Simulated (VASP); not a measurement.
# Hf4N (Cmce) in VASP: further runs

The runs below take Hf4N through single point, relaxation of cell and atoms, with PBE.

Program: VASP 6.6.1. These are calculated values, not measurements. Logs are shortened: lines on timing, memory, paths and dates and some standing lists are left out, and cuts for length are marked.

## Step 1: The cell of the first run

It takes space group Cmce (No. 64, orthorhombic). Conventional cell: a = 6.433 Å, b = 11.269 Å, c = 5.141 Å, α = 90.00°, β = 90.00°, γ = 90.00°. Within 3.0 Å of Hf (site symmetry m) lie 1 N at 2.24 Å. Within 3.4 Å of Hf (site symmetry 2) lie 2 N at 2.23 Å and 12 Hf at 3.10 to 3.31 Å. N (site symmetry 2/m) has 6 Hf at 2.23 to 2.24 Å within 3.0 Å.

## Step 2: Single point, PBE (with an interstitial atom)

File INCAR:

```
  PREC = Accurate
  ENCUT = 520
  EDIFF = 1E-6
  ISMEAR = 0
  SIGMA = 0.2
  LREAL = False
  LASPH = True
  NELM = 100
  ALGO = Normal
  ISIF = 2
  LWAVE = False
  LCHARG = False
  GGA = PE
  NBANDS = 56
```

File KPOINTS:

```
Automatic mesh
0
Gamma
  3 3 3
```

File POSCAR:

```
Hf4N
1.0
    3.2165343957     -5.6343670156      0.0000000000
    3.2165343957      5.6343670156      0.0000000000
    0.0000000000      0.0000000000      5.1413880867
Hf N
8 2
Direct
    0.8335079661      0.1664920339      0.7603836103
    0.1664920339      0.8335079661      0.2396163897
    0.3335079661      0.6664920339      0.7396163897
    0.6664920339      0.3335079661      0.2603836103
    0.6734757487      0.8265242513      0.2500000000
    0.1734757487      0.3265242513      0.2500000000
    0.8265242513      0.6734757487      0.7500000000
    0.3265242513      0.1734757487      0.7500000000
    0.0000000000      0.0000000000      0.0000000000
    0.5000000000      0.5000000000      0.5000000000
```

Potentials or basis: VASP PAW PBE potentials, release 64 (Hf_pv, N).

Command:

```console
$ cat potpaw_PBE.64/Hf_pv/POTCAR potpaw_PBE.64/N/POTCAR > POTCAR
$ mpirun -np 1 vasp_std > vasp.out
```

OUTCAR:

```text
PREC = Accurate
   ENCUT = 520
   EDIFF = 1E-6
   ISMEAR = 0
   LREAL = False
   LASPH = True
   NELM = 100
   ISIF = 2
   GGA = PE

 ion  position               nearest neighbor table
   1  0.834  0.166  0.760-   9 2.24   6 3.15   5 3.15   8 3.18   7 3.18   4 3.19   4 3.19   3 3.22
                             3 3.22   6 3.24   5 3.24   8 3.31   7 3.31
   2  0.166  0.834  0.240-   9 2.24   8 3.15   7 3.15   6 3.18   5 3.18   3 3.19   3 3.19   4 3.22
                             4 3.22   8 3.24   7 3.24   6 3.31   5 3.31
   3  0.334  0.666  0.740-  10 2.24   6 3.15   5 3.15   8 3.18   7 3.18   2 3.19   2 3.19   1 3.22
                             1 3.22   6 3.24   5 3.24   7 3.31   8 3.31
   4  0.666  0.334  0.260-  10 2.24   8 3.15   7 3.15   6 3.18   5 3.18   1 3.19   1 3.19   2 3.22
                             2 3.22   8 3.24   7 3.24   5 3.31   6 3.31
   5  0.673  0.827  0.250-   9 2.23  10 2.23   7 3.10   7 3.10   1 3.15   3 3.15   2 3.18   4 3.18
                             6 3.22   6 3.22   1 3.24   3 3.24   2 3.31   4 3.31
   6  0.173  0.327  0.250-   9 2.23  10 2.23   8 3.10   8 3.10   1 3.15   3 3.15   2 3.18   4 3.18
                             5 3.22   5 3.22   1 3.24   3 3.24   4 3.31   2 3.31
   7  0.827  0.673  0.750-   9 2.23  10 2.23   5 3.10   5 3.10   2 3.15   4 3.15   3 3.18   1 3.18
                             8 3.22   8 3.22   4 3.24   2 3.24   1 3.31   3 3.31
   8  0.327  0.173  0.750-   9 2.23  10 2.23   6 3.10   6 3.10   2 3.15   4 3.15   3 3.18   1 3.18
                             7 3.22   7 3.22   4 3.24   2 3.24   3 3.31   1 3.31
   9  0.000  0.000  0.000-   5 2.23   6 2.23   7 2.23   8 2.23   1 2.24   2 2.24
  10  0.500  0.500  0.500-   5 2.23   6 2.23   7 2.23   8 2.23   3 2.24   4 2.24

  LATTYP: Found a base centered orthorhombic cell.
 ALAT       =     6.4330687914
 B/A-ratio  =     1.7516887191
 C/A-ratio  =     0.7992123594

  Lattice vectors:

 A1 = (   3.2165343957,  -5.6343670156,   0.0000000000)
 A2 = (   3.2165343957,   5.6343670156,   0.0000000000)
 A3 = (   0.0000000000,   0.0000000000,   5.1413880867)

Analysis of symmetry for initial positions (statically):
=====================================================================
 Subroutine PRICEL returns:
 Original cell was already a primitive cell.

 Routine SETGRP: Setting up the symmetry group for a
 base centered orthorhombic supercell.

 Subroutine GETGRP returns: Found  8 space group operations
 (whereof  4 operations were pure point group operations)
 out of a pool of  8 trial point group operations.

The static configuration has the point symmetry C_2h.
 The point group associated with its full space group is D_2h.

Analysis of symmetry for dynamics (positions and initial velocities):
[... 125 lines left out ...]
   EFERMI =   0.00;   METHOD = LEGACY
   ISMEAR =     0;   SIGMA  =   0.20  broadening in eV -4-tet -1-fermi 0-gaus
   EFERMI_NEDOS =   21; number of points for ismear=-14 and -15
   IALGO  =     38    algorithm
   IMIX   =      4    mixing-type and parameters
     AMIX     =   0.40;   BMIX     =  1.00
     AMIX_MAG =   1.60;   BMIX_MAG =  1.00
  volume/ion in A,a.u.               =      18.64       125.76
  Fermi-wavevector in a.u.,A,eV,Ry     =   1.284422  2.427206 22.446076  1.649740
  Thomas-Fermi vector in A             =   2.416617
   LORBIT       =      0    0 simple, 1 ext, 2 COOP (PROOUT), +10 PAW based schemes
   GGA     = PE    functional components
   LHFCALC =     F    Hartree Fock is set to
   AEXX    =    0.0000 exact exchange contribution
   IVDW    =     0    specifies the selected vdW correction
   LEPSILON=     F    determine dielectric tensor
   LRPA    =     F    only Hartree local field effects (RPA)
 non-spin polarized calculation
 Gauss-broadening in eV      SIGMA  =   0.20
  energy-cutoff  :      520.00
  volume of cell :      186.36
 maximum number of plane-waves:      5029
   NGX = 25   NGY = 25   NGZ = 19

 number of electron      90.0000012 magnetization

 Free energy of the ion-electron system (eV)
  ---------------------------------------------------
  ext. energy  EPLUGINS =         0.00000000
  ---------------------------------------------------
  free energy    TOTEN  =      -103.84815528 eV

  energy without entropy =     -103.74229436  energy(sigma->0) =     -103.79522482

 E-fermi :   5.0520     XC(G=0): -11.4942

 val. band max:        5.0436080448   @ k =   0.0000   0.0000   0.3333
 cond. band min:       5.0903813589   @ k =   0.3333   0.3333   0.3333
 fundamental gap:      0.0467733141
 Fermi energy:         5.0519530358

 k-point     1 :       0.0000    0.0000    0.0000
  band No.  band energies     occupation
      1     -25.9339      2.00000
      2     -25.6979      2.00000
      3     -25.6888      2.00000
      4     -25.6565      2.00000
      5     -25.5662      2.00000
      6     -25.5563      2.00000
[... 461 lines left out ...]
     55       7.6243      0.00000
     56       7.8235      0.00000

------------------------ aborting loop because EDIFF is reached ----------------------------------------

  FORCE on cell =-STRESS in cart. coord.  units (eV):
  Direction    XX          YY          ZZ          XY          YZ          ZX
  --------------------------------------------------------------------------------------
  -------------------------------------------------------------------------------------
  Total       -1.1284794     -0.4999549     -0.5284928      0.0000000      0.0000000      0.0000000
  in kB       -9.7019830     -4.2983096     -4.5436616      0.0000000      0.0000000      0.0000000
  external PRESSURE =      -6.1813180 kB  Pullay stress =       0.0000000 kB

 VOLUME and BASIS-vectors are now :
 -----------------------------------------------------------------------------
  energy-cutoff  :      520.00
  volume of cell :      186.36
      direct lattice vectors                 reciprocal lattice vectors
     3.216534396 -5.634367016  0.000000000     0.155446807 -0.088741113  0.000000000
     3.216534396  5.634367016  0.000000000     0.155446807  0.088741113  0.000000000
     0.000000000  0.000000000  5.141388087     0.000000000  0.000000000  0.194500003

 POSITION                                       TOTAL-FORCE (eV/Angst)
 -----------------------------------------------------------------------------------
      3.21653     -3.75821      3.90943         0.000000     -0.083078     -0.000594
      3.21653      3.75821      1.23196         0.000000      0.083078      0.000594
      3.21653      1.87615      3.80265         0.000000     -0.083078      0.000594
      3.21653     -1.87615      1.33873         0.000000      0.083078     -0.000594
      4.82480      0.86233      1.28535         0.000000     -0.061931      0.000000
      1.60827      0.86233      1.28535         0.000000     -0.061931     -0.000000
      4.82480     -0.86233      3.85604         0.000000      0.061931     -0.000000
      1.60827     -0.86233      3.85604         0.000000      0.061931      0.000000
      0.00000      0.00000      0.00000        -0.000000     -0.000000     -0.000000
      3.21653      0.00000      2.57069         0.000000     -0.000000     -0.000000
 -----------------------------------------------------------------------------------
    total drift:                               -0.000000      0.000000     -0.000000

  FREE ENERGIE OF THE ION-ELECTRON SYSTEM (eV)
  ---------------------------------------------------
  free  energy   TOTEN  =      -103.8481552829 eV

  energy  without entropy=     -103.7422943614  energy(sigma->0) =     -103.79522482
```

It took 70 s on 1 thread of Intel Xeon 6975P-C (Granite Rapids), shared host; peak memory 0.31 GiB.

What came out:

```yaml
Free_energy: -103.8482 eV
Pressure: -0.6 GPa
Largest_force: 0.083 eV/Å
Band_gap_on_the_k_mesh: zero (bands 45 and 46 overlap by 0.38 eV)
```

Forces in eV/Å, atoms in the order of the input:
```
Hf   0.000 -0.083 -0.001
Hf   0.000  0.083  0.001
Hf   0.000 -0.083  0.001
Hf   0.000  0.083 -0.001
Hf   0.000 -0.062  0.000
Hf   0.000 -0.062  0.000
Hf   0.000  0.062  0.000
Hf   0.000  0.062  0.000
N    0.000  0.000  0.000
N    0.000  0.000  0.000
```

Stress tensor (GPa, compression positive):
```
-0.97  0.00  0.00
 0.00 -0.43  0.00
 0.00  0.00 -0.45
```

Levels at points of the mesh, in eV from the Fermi level:
| k point | band 43 | band 44 | band 45 | band 46 | band 47 | band 48 |
| --- | --- | --- | --- | --- | --- | --- |
| (0.00, 0.00, 0.00) | -0.97 | -0.60 | 0.19 | 0.95 | 1.15 | 1.30 |

Caveat: the k points lie up to 0.41 Å⁻¹ apart; the cell differs from its parent crystal (with an interstitial atom); spin-orbit coupling is left out, which moves the levels of the heavy elements.

[end of part 1 of 2]
